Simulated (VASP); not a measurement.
Here is a VASP 6.6.1 calculation.

Contents of POSCAR:

```
Br
1.0
    1.8682389348      1.8682389348      1.8682389348
   -1.8682389348      1.8682389348      1.8682389348
   -1.8682389348     -1.8682389348      1.8682389348
Br
1
Direct
    0.0000000000      0.0000000000      0.0000000000
```

The input INCAR.step1:

```
ALGO     = Normal         # electronic algorithm
EDIFF    = 1E-4           # SCF threshold, eV
ENCUT    = 520            # plane-wave cutoff, eV
GGA      = PE             # functional
ISMEAR   = -1             # smearing method
LASPH    = True           # aspherical terms in the spheres
LCHARG   = False          # write CHGCAR
LREAL    = False          # projectors in reciprocal space
LWAVE    = True           # write WAVECAR
NBANDS   = 10             # bands
NELM     = 60             # most SCF steps
PREC     = Accurate       # precision mode
SIGMA    = 0.05           # smearing width, eV
```

The input INCAR.step2:

```
ALGO     = Normal         # electronic algorithm
EDIFF    = 1E-6           # SCF threshold, eV
ENCUT    = 520            # plane-wave cutoff, eV
ISIF     = 2              # what is computed and relaxed
ISMEAR   = -1             # smearing method
ISTART   = 1            
LASPH    = True           # aspherical terms in the spheres
LCHARG   = False          # write CHGCAR
LMIXTAU  = True         
LREAL    = False          # projectors in reciprocal space
LWAVE    = False          # write WAVECAR
METAGGA  = R2SCAN         # meta-GGA
NBANDS   = 10             # bands
NELM     = 60             # most SCF steps
PREC     = Accurate       # precision mode
SIGMA    = 0.05           # smearing width, eV
```

File KPOINTS:

```
k-points
0
Gamma
  10 10 10
```

Potentials or basis: VASP PAW PBE potentials, release 64 (Br).

Launch:

```console
$ cat potpaw_PBE.64/Br/POTCAR > POTCAR
$ cp INCAR.step1 INCAR
$ mpirun -np 1 vasp_std > vasp.out
$ cp INCAR.step2 INCAR
$ mpirun -np 1 vasp_std > vasp.out
```

**Question.** What does it give for the band gap on the k mesh?

**Answer.** Zero (an odd number of electrons rules out a gap without spin polarisation).

**Question.** Estimate the pressure.

**Answer.** 0.3 GPa.

Caveat: the PAW data sets were made with another functional, which shifts forces and pressure a little; an odd number of electrons without spin polarisation forces a metal; a magnetic or distorted state may lie lower.
